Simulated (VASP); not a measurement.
BN: density of states with PBE+D3(BJ)

Crystal: BN.

```
B N
1.0
     2.50612    0.00000    0.00000
    -1.25306    2.17037    0.00000
     0.00000    0.00000    6.59736
B N
2 2
Cartesian
  0.0000 0.0000 3.2987
  0.0000 1.4469 0.0000
  0.0000 0.0000 0.0000
  1.2531 0.7235 3.2987
```

- Program: VASP 6.6.1
- Task: density of states
- Functional: PBE
- Dispersion: D3(BJ)
- Potentials or basis: VASP PAW PBE potentials, release 64 (B, N)
- Cutoff: 520 eV
- k mesh: 12 × 12 × 4
- Occupations: gaussian, width 0.02 eV
- Spin: no spin polarisation
- Dipole correction: no
- k mesh for the DOS: 18 × 18 × 6
- Occupations for the DOS: tetrahedron
- Further INCAR settings: ALGO = Normal; EDIFF = 1e-06

- Valence electrons inside the program's atomic spheres: B 2.17; N 4.02
- Dispersion energy per atom: -0.142 eV

Levels at points of the mesh, in eV from the valence-band top:
| k point | band 6 | band 7 | band 8 | band 9 | band 10 | band 11 |
| --- | --- | --- | --- | --- | --- | --- |
| (0.00, 0.00, 0.00) | -1.43 | -1.32 | -1.32 | 5.22 | 10.27 | 11.52 |
| (0.50, 0.00, 0.00) | -4.10 | -1.34 | -0.70 | 4.35 | 5.50 | 9.60 |
| (0.00, 0.00, 0.50) | -1.43 | -1.32 | -1.32 | 7.59 | 7.63 | 11.49 |
| (0.50, 0.00, 0.50) | -4.11 | -1.02 | -0.91 | 4.62 | 4.68 | 9.80 |

Run time: 31 s on 1 thread of Intel(R) Xeon(R) 6975P-C (Granite Rapids), on a shared host, peak memory 0.19 GiB.
